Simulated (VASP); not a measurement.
# ZnO (CsCl type) (Pm-3m) in VASP: further runs

ZnO (CsCl type) is run at these levels: PBE; tasks: single point.

Everything below comes from runs of VASP 6.6.1. Logs are shortened: lines on timing, memory, paths and dates and some standing lists are left out, and cuts for length are marked.

### 1 The cell of the first run

The structure is cubic, space group Pm-3m (No. 221). Conventional cell: a = 2.409 Å, b = 2.409 Å, c = 2.409 Å, α = 90.00°, β = 90.00°, γ = 90.00°. Zn (site symmetry m-3m) has 8 O at 2.09 Å and 6 Zn at 2.41 Å within 2.8 Å. Within 2.8 Å of O (site symmetry m-3m) lie 8 Zn at 2.09 Å and 6 O at 2.41 Å.

### 2 Single point, PBE (volume scaled by 0.72)

The input, INCAR:

```
PREC = Accurate ; ENCUT = 520
EDIFF = 1E-6 ; ISMEAR = -1
SIGMA = 0.05 ; LREAL = False
LASPH = True ; NELM = 80
ALGO = Normal ; ISIF = 2
LWAVE = False ; LCHARG = True
GGA = PE ; LELF = True
LVHAR = True ; NBANDS = 16
```

The input, KPOINTS:

```
regular mesh
0
Gamma
  15 15 15
```

The input, POSCAR:

```
ZnO
1.0
    2.4093610557      0.0000000000      0.0000000000
    0.0000000000      2.4093610557      0.0000000000
    0.0000000000      0.0000000000      2.4093610557
Zn O
1 1
Direct
    0.0000000000      0.0000000000      0.0000000000
    0.5000000000      0.5000000000      0.5000000000
```

Potentials or basis: VASP PAW PBE potentials, release 64 (Zn, O).

Started as:

```
$ cat potpaw_PBE.64/Zn/POTCAR potpaw_PBE.64/O/POTCAR > POTCAR
$ mpirun -np 1 vasp_std > vasp.out
```

OUTCAR:

```text
PREC = Accurate
   ENCUT = 520
   EDIFF = 1E-6
   ISMEAR = -1
   LREAL = False
   LASPH = True
   NELM = 80
   ISIF = 2
   GGA = PE

 ion  position               nearest neighbor table
   1  0.000  0.000  0.000-   2 2.09   2 2.09   2 2.09   2 2.09   2 2.09   2 2.09   2 2.09   2 2.09

   2  0.500  0.500  0.500-   1 2.09   1 2.09   1 2.09   1 2.09   1 2.09   1 2.09   1 2.09   1 2.09

  LATTYP: Found a simple cubic cell.
 ALAT       =     2.4093610557

  Lattice vectors:

 A1 = (   2.4093610557,   0.0000000000,   0.0000000000)
 A2 = (   0.0000000000,   2.4093610557,   0.0000000000)
 A3 = (   0.0000000000,   0.0000000000,   2.4093610557)

Analysis of symmetry for initial positions (statically):
=====================================================================
 Subroutine PRICEL returns:
 Original cell was already a primitive cell.

 Routine SETGRP: Setting up the symmetry group for a
 simple cubic supercell.

 Subroutine GETGRP returns: Found 48 space group operations
 (whereof 48 operations were pure point group operations)
 out of a pool of 48 trial point group operations.

The static configuration has the point symmetry O_h .

Analysis of symmetry for dynamics (positions and initial velocities):
=====================================================================
 Subroutine PRICEL returns:
 Original cell was already a primitive cell.

 Routine SETGRP: Setting up the symmetry group for a
 simple cubic supercell.

 Subroutine GETGRP returns: Found 48 space group operations
 (whereof 48 operations were pure point group operations)
 out of a pool of 48 trial point group operations.

The dynamic configuration has the point symmetry O_h .

 Subroutine INISYM returns: Found 48 space group operations
 (whereof 48 operations are pure point group operations),
 and found     1 'primitive' translations

----------------------------------------------------------------------------------------

                                     Primitive cell

  volume of cell :      13.9864

  direct lattice vectors                    reciprocal lattice vectors
     2.409361056  0.000000000  0.000000000     0.415047798  0.000000000  0.000000000
     0.000000000  2.409361056  0.000000000     0.000000000  0.415047798  0.000000000
     0.000000000  0.000000000  2.409361056     0.000000000  0.000000000  0.415047798
[... 75 lines left out ...]
   PREC   = accura    normal or accurate (medium, high low for compatibility)
   ISTART =      0    job   : 0-new  1-cont  2-samecut
   ICHARG =      2    charge: 1-file 2-atom 10-const
   ISPIN  =      1    spin polarized calculation?
   LNONCOLLINEAR =      F non collinear calculations
   LSORBIT =      F    spin-orbit coupling
   LASPH  =      T    aspherical Exc in radial PAW
   ENCUT  =  520.0 eV  38.22 Ry    6.18 a.u.   4.48  4.48  4.48*2*pi/ulx,y,z
   NELM   =     80;   NELMIN=  2; NELMDL= -5     # of ELM steps
   EDIFF  = 0.1E-05   stopping-criterion for ELM
   LREAL  =      F    real-space projection
   EDIFFG = 0.1E-04   stopping-criterion for IOM
   NSW    =      0    number of steps for IOM
   IBRION =     -1    ionic relax: 0-MD 1-quasi-New 2-CG
   NFREE  =      0    steps in history (QN), initial steepest desc. (CG)
   ISIF   =      2    stress and relaxation
   ISYM   =      2    0-nonsym 1-usesym 2-fastsym
   POTIM  = 0.5000    time-step for ionic-motion
   TEBEG  =    0.0;   TEEND  =   0.0 temperature during run
   PSTRESS=    0.0 pullay stress
   NELECT =      18.0000    total number of electrons
   NUPDOWN=      -1.0000    fix difference up-down
   EMIN   =  10.00;   EMAX   =-10.00  energy-range for DOS
   EFERMI =   0.00;   METHOD = LEGACY
   ISMEAR =    -1;   SIGMA  =   0.05  broadening in eV -4-tet -1-fermi 0-gaus
   EFERMI_NEDOS =   21; number of points for ismear=-14 and -15
   IALGO  =     38    algorithm
   IMIX   =      4    mixing-type and parameters
     AMIX     =   0.40;   BMIX     =  1.00
     AMIX_MAG =   1.60;   BMIX_MAG =  1.00
  volume/ion in A,a.u.               =       6.99        47.19
  Fermi-wavevector in a.u.,A,eV,Ry     =   1.780726  3.365084 43.143874  3.170985
  Thomas-Fermi vector in A             =   2.845460
   LORBIT       =      0    0 simple, 1 ext, 2 COOP (PROOUT), +10 PAW based schemes
   GGA     = PE    functional components
   LHFCALC =     F    Hartree Fock is set to
   AEXX    =    0.0000 exact exchange contribution
   IVDW    =     0    specifies the selected vdW correction
   LEPSILON=     F    determine dielectric tensor
   LRPA    =     F    only Hartree local field effects (RPA)
 non-spin polarized calculation
  energy-cutoff  :      520.00
  volume of cell :       13.99
 maximum number of plane-waves:       389
 NGX is ok and might be reduce to    18
   NGX =  9   NGY =  9   NGZ =  9

 number of electron      18.0000029 magnetization

 Free energy of the ion-electron system (eV)
  ---------------------------------------------------
  ext. energy  EPLUGINS =         0.00000000
  ---------------------------------------------------
  free energy    TOTEN  =        -6.03889903 eV

  energy without entropy =       -6.03889903  energy(sigma->0) =       -6.03889903

 E-fermi :   7.6798     XC(G=0): -14.4863

 val. band max:        6.8760092412   @ k =   0.4667   0.0000   0.0000
 cond. band min:       8.3060728185   @ k =   0.0000   0.0000   0.0000
 fundamental gap:      1.4300635774
 Fermi energy:         7.6797929066

 k-point     1 :       0.0000    0.0000    0.0000
  band No.  band energies     occupation
      1     -14.9965      2.00000
      2      -0.8272      2.00000
      3      -0.8272      2.00000
      4       1.2512      2.00000
      5       1.2512      2.00000
      6       1.2512      2.00000
[... 433 lines left out ...]
      3      -0.5555      2.00000
      4       0.0477      2.00000
      5       0.3608      2.00000
      6       1.0590      2.00000
[... 8 lines left out ...]
     15      34.6799      0.00000
     16      36.5437      0.00000

 [... further k-points ...]
[... 5 lines left out ...]
  --------------------------------------------------------------------------------------
  -------------------------------------------------------------------------------------
  Total       10.0011452     10.0011452     10.0011452     -0.0000000     -0.0000000     -0.0000000
  in kB     1145.6571161   1145.6571161   1145.6571161     -0.0000000     -0.0000000     -0.0000000
  external PRESSURE =    1145.6571161 kB  Pullay stress =       0.0000000 kB

 VOLUME and BASIS-vectors are now :
 -----------------------------------------------------------------------------
  energy-cutoff  :      520.00
  volume of cell :       13.99
      direct lattice vectors                 reciprocal lattice vectors
     2.409361056  0.000000000  0.000000000     0.415047798  0.000000000  0.000000000
     0.000000000  2.409361056  0.000000000     0.000000000  0.415047798  0.000000000
     0.000000000  0.000000000  2.409361056     0.000000000  0.000000000  0.415047798

 POSITION                                       TOTAL-FORCE (eV/Angst)
 -----------------------------------------------------------------------------------
      0.00000      0.00000      0.00000         0.000000      0.000000      0.000000
      1.20468      1.20468      1.20468         0.000000      0.000000      0.000000
 -----------------------------------------------------------------------------------
    total drift:                                0.000000     -0.000000     -0.000000

  FREE ENERGIE OF THE ION-ELECTRON SYSTEM (eV)
  ---------------------------------------------------
  free  energy   TOTEN  =        -6.0388990313 eV

  energy  without entropy=       -6.0388990278  energy(sigma->0) =       -6.03889903
```

stdout:

```text
POSCAR found type information on POSCAR ZnO
 POSCAR found :  2 types and       2 ions
 scaLAPACK will be used
 LDA part: xc-table for (Slater+PW92), standard interpolation
 POSCAR, INCAR and KPOINTS ok, starting setup
 FFT: planning ... GRIDC
 FFT: planning ... GRID_SOFT
 FFT: planning ... GRID
 WAVECAR not read
 entering main loop
```

It took 17 s on 1 thread of Intel Xeon 8259CL, shared host; peak memory 0.14 GiB.

Results:

| Property | Result |
| --- | --- |
| Free energy | -6.0389 eV |
| Pressure | 114.6 GPa |
| Band gap on the k mesh | 1.43 eV, indirect (least direct gap 3.62 eV) |

### 3 Single point, PBE (volume scaled by 0.72)

The input, INCAR:

```
SYSTEM = ZnO
PREC = Accurate
ENCUT = 520
EDIFF = 1E-7
ISMEAR = -1
SIGMA = 0.05
LREAL = .False.
LASPH = .True.
NELM = 100
ALGO = Normal
ISIF = 2
LWAVE = .False.
LCHARG = .False.
GGA = PE
NBANDS = 16
```

The input, KPOINTS:

```
Automatic mesh
0
Gamma
  15 15 15
  0 0 0
```

POSCAR is that of step 2.

Potentials or basis: VASP PAW PBE potentials, release 64 (Zn, O).

Started as:

```
$ cat potpaw_PBE.64/Zn/POTCAR potpaw_PBE.64/O/POTCAR > POTCAR
$ mpirun -np 1 vasp_std > vasp.out
```

Run time: 18 s. Hardware: 1 thread of Intel Xeon 8259CL, shared host; peak memory 0.14 GiB.

Results (log left out):

```
Free energy            : -6.0389 eV
Pressure               : 114.5 GPa
Band gap on the k mesh : 1.43 eV, indirect (least direct gap 3.62 eV)
```

Levels at points of the mesh, in eV from the valence-band top:
```tsv
k point	band 7	band 8	band 9	band 10	band 11	band 12
(0.00, 0.00, 0.00)	-2.19	-2.19	-2.19	1.43	15.75	15.75
```

### 4 Single point, PBE (volume scaled by 0.8)

The input, INCAR:

```
SYSTEM = ZnO
PREC = Accurate ; ENCUT = 520
EDIFF = 1E-7 ; ISMEAR = -1
SIGMA = 0.05 ; LREAL = .FALSE.
LASPH = .TRUE. ; NELM = 100
ALGO = Normal ; ISIF = 2
LWAVE = .FALSE. ; LCHARG = .TRUE.
GGA = PE ; LELF = .TRUE.
LVHAR = .TRUE. ; NBANDS = 16
```

The input, KPOINTS:

```
regular mesh
0
G
  15 15 15
  0 0 0
```

The input, POSCAR:

```
ZnO
1.0
    2.4954816636      0.0000000000      0.0000000000
    0.0000000000      2.4954816636      0.0000000000
    0.0000000000      0.0000000000      2.4954816636
Zn O
1 1
Direct
    0.0000000000      0.0000000000      0.0000000000
    0.5000000000      0.5000000000      0.5000000000
```

Started as:

```
$ cat potpaw_PBE.64/Zn/POTCAR potpaw_PBE.64/O/POTCAR > POTCAR
$ mpirun -np 1 vasp_std > vasp.out
```

It took 24 s on 1 thread of Intel Xeon 8259CL, shared host; peak memory 0.14 GiB.

Results (log left out):

* Free energy: -6.8737 eV
* Pressure: 61.3 GPa
* Band gap on the k mesh: 0.56 eV, indirect (least direct gap 2.36 eV)

Levels at points of the mesh, in eV from the valence-band top:
| k point | band 7 | band 8 | band 9 | band 10 | band 11 | band 12 |
| --- | --- | --- | --- | --- | --- | --- |
| (0.00, 0.00, 0.00) | -1.80 | -1.80 | -1.80 | 0.56 | 15.23 | 15.23 |

 A k mesh can miss the band edges.

### 5 Single point, PBE (volume scaled by 0.88)

The input, INCAR:

```
  PREC = Accurate
  ENCUT = 520
  EDIFF = 1E-6
  ISMEAR = -1
  SIGMA = 0.05
  LREAL = False
  LASPH = True
  NELM = 60
  ALGO = Normal
  ISIF = 2
  LWAVE = False
  LCHARG = True
  GGA = PE
  LELF = True
  LVHAR = True
  NBANDS = 16
```

The input, KPOINTS:

```
regular mesh
0
Gamma
  15 15 15
```

The input, POSCAR:

```
ZnO
1.0
    2.5760360998      0.0000000000      0.0000000000
    0.0000000000      2.5760360998      0.0000000000
    0.0000000000      0.0000000000      2.5760360998
Zn O
1 1
Direct
    0.0000000000      0.0000000000      0.0000000000
    0.5000000000      0.5000000000      0.5000000000
```

Potentials or basis: VASP PAW PBE potentials, release 64 (Zn, O).

Started as:

```
$ cat potpaw_PBE.64/Zn/POTCAR potpaw_PBE.64/O/POTCAR > POTCAR
$ mpirun -np 1 vasp_std > vasp.out
```

OUTCAR:

```text
PREC = Accurate
   ENCUT = 520
   EDIFF = 1E-6
   ISMEAR = -1
   LREAL = False
   LASPH = True
   NELM = 60
   ISIF = 2
   GGA = PE

 ion  position               nearest neighbor table
   1  0.000  0.000  0.000-   2 2.23   2 2.23   2 2.23   2 2.23   2 2.23   2 2.23   2 2.23   2 2.23

   2  0.500  0.500  0.500-   1 2.23   1 2.23   1 2.23   1 2.23   1 2.23   1 2.23   1 2.23   1 2.23

  LATTYP: Found a simple cubic cell.
 ALAT       =     2.5760360998

  Lattice vectors:

 A1 = (   2.5760360998,   0.0000000000,   0.0000000000)
 A2 = (   0.0000000000,   2.5760360998,   0.0000000000)
 A3 = (   0.0000000000,   0.0000000000,   2.5760360998)

Analysis of symmetry for initial positions (statically):
=====================================================================
 Subroutine PRICEL returns:
 Original cell was already a primitive cell.

 Routine SETGRP: Setting up the symmetry group for a
 simple cubic supercell.

 Subroutine GETGRP returns: Found 48 space group operations
 (whereof 48 operations were pure point group operations)
[... 158 lines left out ...]
  ext. energy  EPLUGINS =         0.00000000
  ---------------------------------------------------
  free energy    TOTEN  =        -7.29985094 eV

  energy without entropy =       -7.29966007  energy(sigma->0) =       -7.29975551

 E-fermi :   4.6157     XC(G=0): -13.2465

 val. band max:        4.4105424965   @ k =   0.4667   0.0000   0.0000
 cond. band min:       4.9187265447   @ k =   0.0667   0.0000   0.0000
 fundamental gap:      0.5081840481
 Fermi energy:         4.6156834449

 k-point     1 :       0.0000    0.0000    0.0000
  band No.  band energies     occupation
      1     -15.1771      2.00000
      2      -2.3748      2.00000
      3      -2.3748      2.00000
      4      -0.9651      2.00000
      5      -0.9651      2.00000
      6      -0.9651      2.00000
[... 433 lines left out ...]
      3      -2.0954      2.00000
      4      -1.6933      2.00000
      5      -1.5047      2.00000
      6      -1.0907      2.00000
[... 8 lines left out ...]
     15      29.0599      0.00000
     16      31.3856      0.00000

 [... further k-points ...]
[... 5 lines left out ...]
  --------------------------------------------------------------------------------------
  -------------------------------------------------------------------------------------
  Total        3.0454180      3.0454180      3.0454180     -0.0000000     -0.0000000      0.0000000
  in kB      285.4313438    285.4313438    285.4313438     -0.0000000     -0.0000000      0.0000000
  external PRESSURE =     285.4313438 kB  Pullay stress =       0.0000000 kB

 VOLUME and BASIS-vectors are now :
 -----------------------------------------------------------------------------
  energy-cutoff  :      520.00
  volume of cell :       17.09
      direct lattice vectors                 reciprocal lattice vectors
     2.576036100  0.000000000  0.000000000     0.388193318  0.000000000  0.000000000
     0.000000000  2.576036100  0.000000000     0.000000000  0.388193318  0.000000000
     0.000000000  0.000000000  2.576036100     0.000000000  0.000000000  0.388193318

 POSITION                                       TOTAL-FORCE (eV/Angst)
 -----------------------------------------------------------------------------------
      0.00000      0.00000      0.00000         0.000000      0.000000      0.000000
      1.28802      1.28802      1.28802         0.000000      0.000000      0.000000
 -----------------------------------------------------------------------------------
    total drift:                               -0.000000      0.000000      0.000000

  FREE ENERGIE OF THE ION-ELECTRON SYSTEM (eV)
  ---------------------------------------------------
  free  energy   TOTEN  =        -7.2998509420 eV

  energy  without entropy=       -7.2996600716  energy(sigma->0) =       -7.29975551
```

stdout:

```text
POSCAR found type information on POSCAR ZnO
 POSCAR found :  2 types and       2 ions
 scaLAPACK will be used
 LDA part: xc-table for (Slater+PW92), standard interpolation
 POSCAR, INCAR and KPOINTS ok, starting setup
 FFT: planning ... GRIDC
 FFT: planning ... GRID_SOFT
 FFT: planning ... GRID
 WAVECAR not read
 entering main loop
```

Run time: 29 s. Hardware: 1 thread of Intel Xeon 8259CL, shared host; peak memory 0.15 GiB.

Results:

| Item | Value |
| --- | --- |
| Free energy | -7.2999 eV |
| Pressure | 28.5 GPa |
| Band gap on the k mesh | zero (band 9 reaches 4.41 eV, above the bottom of band 10 at 4.30 eV) |

Levels at points of the mesh, in eV from the Fermi level:
```tsv
k point	band 6	band 7	band 8	band 9	band 10	band 11	band 12	band 13
(0.00, 0.00, 0.00)	-5.58	-1.71	-1.71	-1.71	-0.31	14.56	14.56	18.96
```

### 6 The runs side by side

```tsv
cell	gap on the mesh (eV)	pressure (GPa)
a = 2.409 Å, 2 atoms	1.43	114.5
a = 2.495 Å, 2 atoms	0.56	61.3
a = 2.576 Å, 2 atoms	none	28.5
```

Alike in all rows: task single point; level PBE; potentials or basis VASP PAW PBE potentials, release 64 (Zn, O); no spin polarisation; k mesh 15 × 15 × 15; cutoff (eV) 520; smearing fermi-dirac 0.05 eV.

Total energies depend on the potentials used, so only differences within one code and one set of settings carry meaning.
